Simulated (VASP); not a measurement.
Here is a VASP 6.6.1 calculation.

Contents of POSCAR:

```
N
1.0
    3.6290016496      0.0000000000      0.0000000000
   -1.8145008248      3.1428076190      0.0000000000
    0.0000000000      0.0000000000      5.8900000000
N
2
Direct
    0.0725425559      0.4757545674      0.2500000000
    0.6666666667      0.3333333333      0.7500000000
```

Contents of INCAR.step1:

```
ALGO     = Normal         # electronic algorithm
EDIFF    = 1E-4           # SCF threshold, eV
ENCUT    = 520            # plane-wave cutoff, eV
GGA      = PE             # functional
ISMEAR   = 0              # smearing method
ISPIN    = 2              # spin polarisation
LASPH    = True           # aspherical terms in the spheres
LCHARG   = False          # write CHGCAR
LREAL    = False          # projectors in reciprocal space
LWAVE    = True           # write WAVECAR
MAGMOM   = 3.2 3.2        # initial moments
NBANDS   = 16             # bands
NELM     = 150            # most SCF steps
PREC     = Accurate       # precision mode
SIGMA    = 0.05           # smearing width, eV
```

File INCAR.step2:

```
ALGO     = Normal         # electronic algorithm
EDIFF    = 1E-6           # SCF threshold, eV
ENCUT    = 520            # plane-wave cutoff, eV
ISIF     = 2              # what is computed and relaxed
ISMEAR   = 0              # smearing method
ISPIN    = 2              # spin polarisation
ISTART   = 1            
LASPH    = True           # aspherical terms in the spheres
LCHARG   = True           # write CHGCAR
LELF     = True           # ELF
LMIXTAU  = True         
LORBIT   = 11             # projections on sites
LREAL    = False          # projectors in reciprocal space
LVHAR    = True         
LWAVE    = False          # write WAVECAR
MAGMOM   = 3.2 3.2        # initial moments
METAGGA  = R2SCAN         # meta-GGA
NBANDS   = 16             # bands
NELM     = 150            # most SCF steps
PREC     = Accurate       # precision mode
SIGMA    = 0.05           # smearing width, eV
```

Contents of KPOINTS:

```
k-points
0
Gamma
  6 6 4
```

Potentials or basis: VASP PAW PBE potentials, release 64 (N).

Run with:

```sh
$ cat potpaw_PBE.64/N/POTCAR > POTCAR
$ cp INCAR.step1 INCAR
$ mpirun -np 1 vasp_std > vasp.out
$ cp INCAR.step2 INCAR
$ mpirun -np 1 vasp_std > vasp.out
```

(1) What does it give for the net moment?

(2) Estimate the pressure.

(3) What does it give for the band gap on the k mesh?

Results:

(1) 6.00 μB per cell.

(2) 0.3 GPa.

(3) 3.70 eV.

Caveat: the cell differs from its parent crystal (atom 1 (N) moved by (-0.600, -0.600) A along x and y); the PAW data sets were made with another functional, which shifts forces and pressure a little.
